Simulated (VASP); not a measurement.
Set up this calculation in VASP 6.6.1, as the native input.

```
Task                   : single point
Functional             : PBE
Potentials or basis    : VASP PAW PBE potentials, release 64 (Re_sv_GW)
Cutoff                 : 560 eV
k mesh                 : 9 × 9 × 13
Occupations            : fermi-dirac, width 0.08 eV
Spin                   : no spin polarisation
Dipole correction      : no
Further INCAR settings : ALGO = Normal; EDIFF = 1e-06; NBANDS = 30
```

The structure of Re lies in POSCAR:

```
Re
1.0
    4.3825600773      0.0000000000      0.0000000000
   -2.1912800386      3.7954083605      0.0000000000
    0.0000000000      0.0000000000      2.7409928894
Re
3
Direct
    0.0000000000      0.0000000000      0.0000000000
    0.3333333333      0.6666666667      0.5000000000
    0.6666666667      0.3333333333      0.5000000000
```

This isn't the form of Re at room conditions, which is hcp.

The input as run:

INCAR

```
SYSTEM = Re
  ALGO = Normal
  EDIFF = 1E-6
  ENCUT = 560
  GGA = PE
  GGA_COMPAT = .False.
  ISIF = 2
  ISMEAR = -1
  LASPH = .True.
  LCHARG = .False.
  LREAL = .False.
  LWAVE = .False.
  NBANDS = 30
  NELM = 120
  PREC = Accurate
  SIGMA = 0.08
```

KPOINTS

```
k-points
0
Gamma
  9 9 13
  0 0 0
```

Potentials or basis: VASP PAW PBE potentials, release 64 (Re_sv_GW).

Launch:

```console
$ cat potpaw_PBE.64/Re_sv_GW/POTCAR > POTCAR
$ mpirun -np 1 vasp_std > vasp.out
```

Results of the run:

```yaml
Pressure: -1.5 GPa
Band_gap_on_the_k_mesh: zero (an odd number of electrons rules out a gap without spin polarisation)
```

Caveat: spin-orbit coupling is left out, which moves the levels of the heavy elements.

It took 90 s on 1 thread of AMD EPYC 9R45 96-Core Processor (Zen 5), with other jobs on the host, peak memory 0.22 GiB.
